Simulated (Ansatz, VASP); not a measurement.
# Al: VASP beside Ansatz

```
Al
1.0
     0.00000    1.90349    1.90349
     1.90349    0.00000    1.90349
     1.90349    1.90349    0.00000
Al
1
Direct
  0.00000 0.00000 0.00000
```

Alike in both runs: task single point; functional r2SCAN; k mesh 15 × 15 × 15; occupations fermi-dirac, width 0.0329 eV; no spin polarisation.

|  | VASP | Ansatz |
| --- | --- | --- |
| version | VASP 6.6.1 | Ansatz 0.2.0 |
| potentials or method | VASP PAW PBE potentials, release 64 (Al), cutoff 550 eV | PAW plane waves |
| valence electrons in the cell | 3 | 3 |

Ansatz gave:

* pressure (GPa): 18.1

**Question.** Estimate VASP's values.

**Answer.** Pressure (GPa): 17.6.

VASP's potentials were made for PBE, not for r2SCAN. The functional is the same, so the differences come from potentials, cutoffs and numerics.
